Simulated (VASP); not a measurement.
# TiCo (Pm-3m) in VASP: notebook, part 2 of 2

VASP 6.6.1. The steps go on from the part before.

### Step 6. Relaxation of cell and atoms, PBEsol, collinear spin, ferromagnetic start

This run uses another cell than the first one, of 13.31 Å³/atom, 0.954 times its volume.

Contents of INCAR:

```
SYSTEM = TiCo
  PREC = Accurate
  ENCUT = 600
  EDIFF = 1E-7
  ISMEAR = 0
  SIGMA = 0.1
  LREAL = .FALSE.
  LASPH = .TRUE.
  NELM = 200
  ALGO = Normal
  ISIF = 3
  LWAVE = .FALSE.
  LCHARG = .FALSE.
  ISPIN = 2
  MAGMOM = 0 0.4
  LORBIT = 11
  LMAXMIX = 4
  GGA = PS
  IBRION = 2
  NSW = 100
  EDIFFG = -0.05
  GGA_COMPAT = .FALSE.
  NELMIN = 4
```

Contents of KPOINTS:

```
regular mesh
0
G
  6 6 6
  0 0 0
```

Contents of POSCAR:

```
TiCo
1.0
    2.9861109900      0.0000000000      0.0000000000
    0.0000000000      2.9861109900      0.0000000000
    0.0000000000      0.0000000000      2.9861109900
Ti Co
1 1
Direct
    0.0000000000      0.0000000000      0.0000000000
    0.5000000000      0.5000000000      0.5000000000
```

Potentials or basis: VASP PAW PBE potentials, release 64 (Ti_sv, Co_sv).

Launch:

```console
$ cat potpaw_PBE.64/Ti_sv/POTCAR potpaw_PBE.64/Co_sv/POTCAR > POTCAR
$ mpirun -np 1 vasp_std > vasp.out
```

OUTCAR:

```text
SYSTEM = TiCo
   PREC = Accurate
   ENCUT = 600
   EDIFF = 1E-7
   ISMEAR = 0
   LREAL = .FALSE.
   LASPH = .TRUE.
   NELM = 200
   ISIF = 3
   ISPIN = 2
   LORBIT = 11
   GGA = PS
   IBRION = 2
   NSW = 100
   EDIFFG = -0.05
   NELMIN = 4

 ion  position               nearest neighbor table
   1  0.000  0.000  0.000-   2 2.59   2 2.59   2 2.59   2 2.59   2 2.59   2 2.59   2 2.59   2 2.59

   2  0.500  0.500  0.500-   1 2.59   1 2.59   1 2.59   1 2.59   1 2.59   1 2.59   1 2.59   1 2.59

  LATTYP: Found a simple cubic cell.
 ALAT       =     2.9861109900

  Lattice vectors:

 A1 = (   2.9861109900,   0.0000000000,   0.0000000000)
 A2 = (   0.0000000000,   2.9861109900,   0.0000000000)
 A3 = (   0.0000000000,   0.0000000000,   2.9861109900)

Analysis of symmetry for initial positions (statically):
=====================================================================
 Subroutine PRICEL returns:
 Original cell was already a primitive cell.

 Routine SETGRP: Setting up the symmetry group for a
 simple cubic supercell.

 Subroutine GETGRP returns: Found 48 space group operations
 (whereof 48 operations were pure point group operations)
 out of a pool of 48 trial point group operations.

The static configuration has the point symmetry O_h .

Analysis of symmetry for dynamics (positions and initial velocities):
=====================================================================
 Subroutine PRICEL returns:
 Original cell was already a primitive cell.

 Routine SETGRP: Setting up the symmetry group for a
 simple cubic supercell.
[... 174 lines left out ...]
  external PRESSURE =    -105.6631348 kB  Pullay stress =       0.0000000 kB
[... 63 lines left out ...]
 number of electron      29.0000024 magnetization      -0.0000576

 number of electron      29.0000024 magnetization       0.0000391

 Free energy of the ion-electron system (eV)
  ---------------------------------------------------
  ext. energy  EPLUGINS =         0.00000000
  ---------------------------------------------------
  free energy    TOTEN  =       -16.94786917 eV

  energy without entropy =      -16.93890523  energy(sigma->0) =      -16.94338720

 E-fermi :  11.1963     XC(G=0): -13.2702

 val. band max:       11.1437515504   @ k =   0.5000   0.1667   0.0000
 cond. band min:      11.2282555348   @ k =   0.5000   0.3333   0.3333
 fundamental gap:      0.0845039844
 Fermi energy:        11.1963287980

 spin component 1

 k-point     1 :       0.0000    0.0000    0.0000
  band No.  band energies     occupation
      1     -83.5509      1.00000
      2     -46.9604      1.00000
      3     -46.9604      1.00000
      4     -46.9604      1.00000
      5     -45.6333      1.00000
      6     -21.8029      1.00000
[... 396 lines left out ...]
      4     -46.9850      1.00000
      5     -45.5169      1.00000
      6     -22.0804      1.00000
[... 10 lines left out ...]
     17      14.6119      0.00000
     18      14.6119      0.00000
 Fermi energy:        11.1963287980

 spin component 2

 k-point     1 :       0.0000    0.0000    0.0000
  band No.  band energies     occupation
      1     -83.5508      1.00000
      2     -46.9603      1.00000
      3     -46.9603      1.00000
      4     -46.9603      1.00000
      5     -45.6333      1.00000
      6     -21.8029      1.00000
[... 438 lines left out ...]
  FREE ENERGIE OF THE ION-ELECTRON SYSTEM (eV)
  ---------------------------------------------------
  free  energy   TOTEN  =       -16.9478691676 eV

  energy  without entropy=      -16.9389052263  energy(sigma->0) =      -16.94338720

 reached required accuracy - stopping structural energy minimisation

 total charge

# of ion       s       p       d       tot
------------------------------------------
    1        2.262   6.207   1.897  10.366
    2        2.284   6.107   6.764  15.156
--------------------------------------------------
tot          4.547  12.314   8.661  25.522

 magnetization (x)

# of ion       s       p       d       tot
------------------------------------------
    1       -0.000  -0.000  -0.000  -0.000
    2        0.000  -0.000   0.000   0.000
--------------------------------------------------
tot          0.000  -0.000   0.000   0.000
```

It took 64 s on 1 thread of Intel Xeon Platinum 8488C (Sapphire Rapids), shared host; peak memory 0.16 GiB.

Results:

```
Free energy                                           : -16.9479 eV
Relaxed volume                                        : 12.57 Å³/atom
Relaxed cell                                          : a = 2.929 Å, b = 2.929 Å, c = 2.929 Å, α = 90.00°, β = 90.00°, γ = 90.00°
Space group after relaxing (to 0.05 Å)                : Pm-3m (No. 221)
Energy gained by relaxing                             : 2.7 meV/atom
Ionic steps                                           : 3
Pressure after relaxing                               : 0.1 GPa
Net moment                                            : 0.00 μB per cell
Valence electrons inside the program's atomic spheres : Ti 10.37; Co 15.16
```

The path:
| step | energy change (eV) | largest force (eV/Å) | pressure (GPa) | volume (Å³) |
| --- | --- | --- | --- | --- |
| 1 | 0.0000 | 0.0000 | -10.57 | 26.63 |
| 2 | 0.0330 | 0.0000 | 16.77 | 23.38 |
| 3 | -0.0054 | 0.0000 | 0.07 | 25.14 |

Final structure:
```cif
data_structure
_symmetry_space_group_name_H-M 'P 1'
_symmetry_Int_Tables_number 1
_cell_length_a 2.9294
_cell_length_b 2.9294
_cell_length_c 2.9294
_cell_angle_alpha 90.000
_cell_angle_beta 90.000
_cell_angle_gamma 90.000
_cell_volume 25.14
loop_
_atom_site_label
_atom_site_type_symbol
_atom_site_fract_x
_atom_site_fract_y
_atom_site_fract_z
_atom_site_occupancy
Ti1 Ti 0.00000 0.00000 0.00000 1
Co1 Co 0.50000 0.50000 0.50000 1
```

Caveat: the PAW data sets were made with another functional, which shifts forces and pressure a little.

### Step 7. The runs side by side

| task | potentials or basis | cell | k mesh | cutoff (eV) | smearing | second run | gap on the mesh (eV) | pressure (GPa) | moment (μB) | relaxed volume (Å³/atom) |
| --- | --- | --- | --- | --- | --- | --- | --- | --- | --- | --- |
| single point | VASP PAW PBE potentials, release 64 (Ti_sv, Co) | a = 3.033 Å, 2 atoms | 14 × 14 × 14 | 520 | gaussian 0.1 eV | - | none | -14.1 | 0.89 | - |
| single point | VASP PAW PBE potentials, release 64 (Ti_sv, Co) | a = 2.939 Å, 2 atoms | 12 × 12 × 12 | 520 | gaussian 0.15 eV | - | none | -0.3 | 0.65 | - |
| single point | VASP PAW PBE potentials, release 64 (Ti_sv, Co) | a = 2.939 Å, 2 atoms | 14 × 14 × 14 | 520 | gaussian 0.1 eV | - | none | -0.6 | 0.58 | - |
| relaxation of cell and atoms | VASP PAW PBE potentials, release 64 (Ti_sv, Co) | relaxed from a = 2.934 Å, 2 atoms | 14 × 14 × 14 | 600 | gaussian 0.1 eV | - | none | 0.0 | 0.56 | 12.63 |
| relaxation of cell and atoms | VASP PAW PBE potentials, release 64 (Ti_sv, Co_sv) | relaxed from a = 2.986 Å, 2 atoms | 6 × 6 × 6 | 600 | gaussian 0.1 eV | valence_matched | none | 0.1 | 0.00 | 12.57 |

Alike in all rows: level PBEsol; spin collinear, ferromagnetic start.

Caveats: the PAW data sets were made with another functional, which shifts forces and pressure a little.

Total energies depend on the potentials used, so only differences within one code and one set of settings carry meaning.
